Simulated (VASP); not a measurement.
Here is a VASP 6.6.1 calculation.

INCAR

```
SYSTEM = GaN
PREC = Accurate
ENCUT = 600
EDIFF = 1E-6
ISMEAR = 0
SIGMA = 0.02
LREAL = .FALSE.
LASPH = .TRUE.
NELM = 100
ALGO = Normal
ISIF = 3
LWAVE = .FALSE.
LCHARG = .FALSE.
GGA = PE
IBRION = 2
NSW = 70
EDIFFG = -0.008
PSTRESS = 200.0
```

KPOINTS

```
Automatic mesh
0
G
  10 10 10
  0 0 0
```

The input POSCAR:

```
GaN
1.0
    0.0000000000      2.2023377811      2.2023377811
    2.2023377811      0.0000000000      2.2023377811
    2.2023377811      2.2023377811      0.0000000000
Ga N
1 1
Direct
    0.0000000000      0.0000000000      0.0000000000
    0.7500000000      0.7500000000      0.7500000000
```

Potentials or basis: VASP PAW PBE potentials, release 64 (Ga_d, N).

Launch:

```console
$ cat potpaw_PBE.64/Ga_d/POTCAR potpaw_PBE.64/N/POTCAR > POTCAR
$ mpirun -np 1 vasp_std > vasp.out
```

(1) What does it give for the relaxed cell?

(2) Predict the relaxed volume.

(3) Estimate the band gap on the k mesh.

(4) Estimate the space group after relaxing (to 0.05 Å).

Results:

(1) a = 3.116 Å, b = 3.116 Å, c = 3.116 Å, α = 60.00°, β = 60.00°, γ = 60.00°.

(2) 10.69 Å³/atom.

(3) 2.16 eV, direct.

(4) F-43m (No. 216).

Caveat: the cell is relaxed towards a set pressure, so the enthalpy falls and the energy may rise.
